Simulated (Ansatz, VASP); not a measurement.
## Two plane-wave programs on Si

File INCAR:

```
SYSTEM = Si
PREC = Accurate
ENCUT = 520
EDIFF = 1E-7
ISMEAR = 0
SIGMA = 0.15
LREAL = .False.
LASPH = .True.
NELM = 80
ALGO = Normal
ISIF = 2
LWAVE = .False.
LCHARG = .False.
GGA = PS
NBANDS = 26
```

The input KPOINTS:

```
Automatic mesh
0
Gamma
  10 10 10
  0 0 0
```

POSCAR

```
Si
1.0
   -3.5069118553      3.5069118553      3.1085266685
    3.5069118553     -3.5069118553      3.1085266685
    3.5069118553      3.5069118553     -3.1085266685
Si
8
Direct
    0.2047947401      0.2047947401      0.2047947401
    0.5000000000      0.0000000000      0.2952052599
    0.2952052599      0.5000000000      0.0000000000
    0.0000000000      0.2952052599      0.5000000000
    0.7952052599      0.7952052599      0.7952052599
    0.5000000000      0.0000000000      0.7047947401
    0.7047947401      0.5000000000      0.0000000000
    0.0000000000      0.7047947401      0.5000000000
```

Input for Ansatz:

```yaml
crystal:
  lattice:
    - [-3.5069118553, 3.5069118553, 3.1085266685]
    - [3.5069118553, -3.5069118553, 3.1085266685]
    - [3.5069118553, 3.5069118553, -3.1085266685]
  atoms:
    - { symbol: Si, position: [0.2047947401, 0.2047947401, 0.2047947401] }
    - { symbol: Si, position: [0.5, 0.0, 0.2952052599] }
    - { symbol: Si, position: [0.2952052599, 0.5, 0.0] }
    - { symbol: Si, position: [0.0, 0.2952052599, 0.5] }
    - { symbol: Si, position: [0.7952052599, 0.7952052599, 0.7952052599] }
    - { symbol: Si, position: [0.5, 0.0, 0.7047947401] }
    - { symbol: Si, position: [0.7047947401, 0.5, 0.0] }
    - { symbol: Si, position: [0.0, 0.7047947401, 0.5] }
basis:
  ecutwfc: 420
kpoints:
  mp_grid: { grid: [10, 10, 10] }
hamiltonian:
  xc: pbesol
  pseudopotentials: { kind: paw, azcp: { folder: soft_1 } }
scf:
  occupations: { method: gaussian, width: 0.15 }
output:
  forces: true
  stress: true
  eigenvalues: true
```

Alike in both runs: task single point; functional PBEsol; k mesh 10 × 10 × 10; occupations gaussian, width 0.15 eV; no spin polarisation.

|  | VASP | Ansatz |
| --- | --- | --- |
| version | VASP 6.6.1 | Ansatz 0.2.0 |
| potentials or method | VASP PAW PBE potentials, release 64 (Si), cutoff 520 eV | scalar-relativistic, plane waves, PAW |
| valence electrons in the cell | 32 | 32 |

|  | VASP | Ansatz | Ansatz less VASP |
| --- | --- | --- | --- |
| gap on the k mesh at the Fermi level (eV) | none | none | - |
| pressure (GPa) | -5.0 | -5.1 | -0.11 |
| traceless stress, the component that is largest in VASP (GPa) | 8.90 | 8.89 | -0.004 |
| rms of the force components (eV/Å) | 0.379 | 0.377 | -0.0026 |

VASP's potentials were made for PBE, not for PBEsol, and Ansatz warns of the same on its side. Atom by atom the forces differ by 0.007 eV/Å (rms over components). A gap of «none» marks a metal or a gap that the smearing closes.
